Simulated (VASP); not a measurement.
Write the native input for VASP 6.6.1 that does the following.

```
Task                   : single point
Functional             : PBE
Dispersion             : D3(BJ)
Potentials or basis    : VASP PAW PBE potentials, release 64 (C, N, H)
Cutoff                 : 520 eV
k mesh                 : 1 × 1 × 1
Occupations            : fermi-dirac, width 0.05 eV
Spin                   : no spin polarisation
Dipole correction      : no
Further INCAR settings : LREAL = Auto; ALGO = Normal; EDIFF = 1e-06; NBANDS = 72
```

The structure of H3C2N lies in POSCAR:

```
H3C2N
1.0
    8.0517480000      0.0000000000      0.0000000000
    0.0000000000      8.0517480000      0.0000000000
    0.0000000000      0.0000000000      8.0517480000
C N H
12 6 18
Direct
    0.8176435217      0.7475051302      0.2830411314
    0.6754064863      0.6372519034      0.2865336360
    0.2116502542      0.1011424759      0.9077074478
    0.2538434238      0.0084835083      1.0555986191
    0.6348299963      0.3847446533      0.9051931023
    0.7981307929      0.3827248341      0.9805796945
    0.0479196692      0.1671337803      0.4242636130
    0.1746559828      0.2591823659      0.5118013662
    0.5842043012      0.1378276726      0.3937463665
    0.5867776934      0.0687119306      0.5596210297
    0.2456689346      0.6438112529      0.8334207365
    0.1142174093      0.7195105158      0.7367740545
    0.5625451374      0.5473220764      0.2872603477
    0.2881768536     -0.0654707221      1.1748520903
    0.9279856638      0.3804096328      1.0436808480
    0.2780312573      0.3295122060      0.5836892442
    0.5872165631      0.0140947323      0.6933188534
    0.0098549307      0.7821992018      0.6591628817
    0.8570794257      0.7792195976      0.4099194852
    0.9213611481      0.6855975849      0.2196557126
    0.7862804189      0.8611492764      0.2144547932
    0.1700775395      0.2263693602      0.9416312112
    0.3196622553      0.1080121427      0.8249055852
    0.1101826999      0.0386444486      0.8414227854
    0.5433268586      0.4203557603      0.9999610168
    0.6313913467      0.4752212676      0.8032253750
    0.6054381947      0.2612500204      0.8550838435
   -0.0004808686      0.2414452855      0.3203931399
    0.1025057079      0.0521979935      0.3750568712
   -0.0524984319      0.1344517027      0.5104936620
    0.5440474019      0.2682285325      0.3976912097
    0.7083519218      0.1326848317      0.3380270039
    0.4969336509      0.0666319999      0.3165600358
    0.2024457709      0.6201281471      0.9604869542
    0.2808212965      0.5264508691      0.7730851756
    0.3540137915      0.7265712285      0.8377778767
```

These files were run (other wordings do the same):

INCAR

```
SYSTEM = H3C2N
PREC = Accurate
ENCUT = 520
EDIFF = 1E-6
ISMEAR = -1
SIGMA = 0.05
LREAL = Auto
LASPH = .TRUE.
NELM = 60
ALGO = Normal
ISIF = 2
LWAVE = .FALSE.
LCHARG = .FALSE.
GGA = PE
IVDW = 12
NBANDS = 72
```

KPOINTS

```
regular mesh
0
G
  1 1 1
  0 0 0
```

Potentials or basis: VASP PAW PBE potentials, release 64 (C, N, H).

Run with:

```sh
$ cat potpaw_PBE.64/C/POTCAR potpaw_PBE.64/N/POTCAR potpaw_PBE.64/H/POTCAR > POTCAR
$ mpirun -np 1 vasp_gam > vasp.out
```

It gave:

| Property | Result |
| --- | --- |
| Pressure | 0.2 GPa |
| Largest force | 0.425 eV/Å |
| Band gap on the k mesh | 6.51 eV |
| Dispersion energy per atom | -0.044 eV |

Caveat: the k points lie up to 0.78 Å⁻¹ apart.

Run time: 45 s on 1 thread of Intel(R) Xeon(R) 6975P-C (Granite Rapids), on a shared host, peak memory 0.47 GiB.
